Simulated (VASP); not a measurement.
Crystal: HgTe.

```xyz
2
Lattice="0.0000 3.3260 3.3260 3.3260 0.0000 3.3260 3.3260 3.3260 0.0000" Properties=species:S:1:pos:R:3 pbc="T T T"
Hg    0.0000    0.0000    0.0000
Te    1.6630    1.6630    1.6630
```

```yaml
Program: VASP 6.6.1
Task: relaxation of cell and atoms
Functional: PBEsol
Potentials_or_basis: VASP PAW PBE potentials, release 64 (Hg, Te)
Cutoff: 600 eV
k_mesh: 6 × 6 × 6
Occupations: fermi-dirac, width 0.02 eV
Spin: no spin polarisation
```

At the start: pressure -2.1 GPa; volume 36.79 Å³/atom.

Q: How do energy, volume and symmetry change on relaxing?

A: Over 3 steps the energy falls by 15.4 meV/atom and the volume is 34.64 Å³/atom (-5.8 %); space group F-43m (No. 216, to 0.05 Å).

Step by step:
```csv
step,energy change (eV),largest force (eV/Å),pressure (GPa),volume (Å³)
1,0.0000,0.0000,-2.15,73.59
2,-0.0293,0.0000,0.52,68.46
3,-0.0307,0.0000,0.01,69.29
```

Final structure:
```
Hg Te
1.0
     0.00000    3.25989    3.25989
     3.25989    0.00000    3.25989
     3.25989    3.25989    0.00000
Hg Te
1 1
Direct
  0.00000 0.00000 0.00000
  0.25000 0.25000 0.25000
```

Caveat: the PAW data sets were made with another functional, which shifts forces and pressure a little.
